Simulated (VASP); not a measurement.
## MgCd7Te8: single point with PBEsol

Crystal: MgCd7Te8.

```
Cd Mg Te
1.0
    12.96493    0.00000    0.00000
     0.00000   12.96493    0.00000
     0.00000    0.00000   12.96493
Cd Mg Te
28 4 32
Direct
  0.00074 0.99977 0.00006
  0.00101 0.00027 0.49963
  0.00118 0.49998 0.99973
  0.00028 0.50035 0.50004
  0.50044 0.99965 0.00019
  0.50075 0.99956 0.49965
  0.50027 0.50010 0.50013
  0.25077 0.25087 0.99967
  0.25054 0.25008 0.50019
  0.25145 0.75025 0.00093
  0.25041 0.75088 0.49954
  0.75109 0.25008 0.99959
  0.75034 0.25077 0.50034
  0.75011 0.74967 0.00097
  0.75014 0.75065 0.49948
  0.24970 0.00004 0.25050
  0.25040 0.99947 0.75003
  0.25020 0.49968 0.25065
  0.25047 0.49996 0.75102
  0.75028 0.99982 0.25034
  0.75091 0.00035 0.75020
  0.74956 0.50112 0.25048
  0.75028 0.50043 0.74960
  0.99980 0.25013 0.24950
  0.00053 0.74973 0.74997
  0.49991 0.24959 0.24944
  0.50071 0.24979 0.75022
  0.50052 0.75005 0.75068
  0.50054 0.49896 0.99938
  0.00005 0.24912 0.74876
  0.99959 0.74904 0.24871
  0.50003 0.74870 0.24904
  0.12532 0.12515 0.12465
  0.12507 0.12504 0.62517
  0.12503 0.62511 0.12539
  0.12573 0.62483 0.62477
  0.62559 0.12477 0.12445
  0.62520 0.12458 0.62458
  0.62289 0.62410 0.12423
  0.62526 0.62508 0.62450
  0.37589 0.37595 0.12436
  0.37523 0.37498 0.62508
  0.37603 0.87458 0.12626
  0.37545 0.87458 0.62491
  0.87476 0.37562 0.12500
  0.87614 0.37450 0.62548
  0.87581 0.87428 0.12535
  0.87538 0.87488 0.62456
  0.37520 0.12471 0.37486
  0.37508 0.12441 0.87485
  0.37567 0.62543 0.37432
  0.37602 0.62404 0.87588
  0.87494 0.12491 0.37499
  0.87650 0.12550 0.87433
  0.87597 0.62565 0.37423
  0.87510 0.62471 0.87505
  0.12459 0.37447 0.37468
  0.12361 0.37335 0.87346
  0.12355 0.87338 0.37338
  0.12547 0.87405 0.87521
  0.62486 0.37464 0.37456
  0.62499 0.37535 0.87518
  0.62359 0.87308 0.37306
  0.62568 0.87477 0.87495
```

- Program: VASP 6.6.1
- Task: single point
- Functional: PBEsol
- Potentials or basis: VASP PAW PBE potentials, release 64 (Cd, Mg, Te)
- Cutoff: 500 eV
- k mesh: 1 × 1 × 1, shifted
- Occupations: fermi-dirac, width 0.05 eV
- Spin: no spin polarisation

| Quantity | Value |
| --- | --- |
| Pressure | 0.2 GPa |
| Largest force | 0.040 eV/Å |
| Band gap on the k mesh | 1.83 eV |

Forces in eV/Å, atoms in the order of the input:
```
Cd  -0.005  0.007  0.005
Cd   0.005 -0.015  0.001
Cd   0.001 -0.004  0.013
Cd   0.006  0.007  0.008
Cd   0.000  0.006  0.006
Cd   0.012 -0.003 -0.001
Cd   0.000  0.007 -0.009
Cd  -0.009  0.005  0.017
Cd   0.002  0.011 -0.001
Cd  -0.007 -0.011 -0.003
Cd  -0.005 -0.016  0.001
Cd  -0.002  0.011  0.010
Cd   0.008  0.003  0.000
Cd   0.006  0.000  0.001
Cd   0.015  0.003  0.000
Cd   0.002 -0.002  0.006
Cd  -0.005  0.007  0.005
Cd   0.007  0.014  0.000
Cd  -0.014  0.007  0.000
Cd   0.000 -0.009  0.010
Cd   0.006  0.002  0.008
Cd   0.013 -0.002 -0.003
Cd   0.015 -0.014  0.010
Cd  -0.003 -0.004  0.000
Cd  -0.003  0.001  0.001
Cd   0.017  0.013  0.001
Cd   0.000  0.005  0.002
Cd   0.000 -0.015 -0.004
Mg  -0.004  0.011 -0.003
Mg   0.002 -0.001  0.007
Mg   0.013  0.005  0.010
Mg  -0.011 -0.004  0.002
Te   0.007  0.003 -0.013
Te  -0.013  0.016  0.031
Te  -0.015  0.018  0.014
Te   0.006 -0.005 -0.007
Te   0.001  0.000 -0.006
Te  -0.003 -0.007 -0.005
Te  -0.019  0.000 -0.009
Te  -0.008  0.007 -0.002
Te  -0.001 -0.004 -0.018
Te   0.007 -0.015  0.005
Te   0.012  0.001  0.009
Te   0.001 -0.003 -0.006
Te  -0.010  0.009 -0.009
Te  -0.001 -0.006  0.018
Te   0.010 -0.009  0.015
Te   0.000 -0.005 -0.005
Te  -0.012 -0.012 -0.005
Te   0.009  0.000 -0.001
Te   0.020  0.017 -0.013
Te   0.016 -0.004  0.016
Te  -0.013 -0.003 -0.012
Te   0.006  0.004 -0.016
Te  -0.001  0.013 -0.010
Te  -0.006  0.003 -0.002
Te   0.008 -0.013  0.006
Te  -0.005 -0.017 -0.022
Te  -0.026 -0.015 -0.026
Te   0.004 -0.002 -0.011
Te  -0.017 -0.008 -0.006
Te  -0.011  0.010  0.006
Te  -0.012  0.006 -0.014
Te   0.002 -0.005 -0.004
```

Stress tensor (GPa, compression positive):
```
 0.19 -0.19 -0.18
-0.19  0.19 -0.19
-0.18 -0.19  0.19
```

Levels at points of the mesh, in eV from the valence-band top:
```csv
k point,band 265,band 266,band 267,band 268,band 269,band 270,band 271,band 272
"(0.25, 0.25, 0.25)",-0.33,-0.29,0.00,0.00,1.83,2.07,2.60,2.61
```

Wall time 23 min on 1 thread of Intel(R) Xeon(R) Platinum 8488C (Sapphire Rapids), with other jobs on the host, peak memory 1.7 GiB.

Caveat: the PAW data sets were made with another functional, which shifts forces and pressure a little; spin-orbit coupling is left out, which moves the levels of the heavy elements; a shifted mesh leaves out Γ, where band edges can lie. A k mesh can miss the band edges.
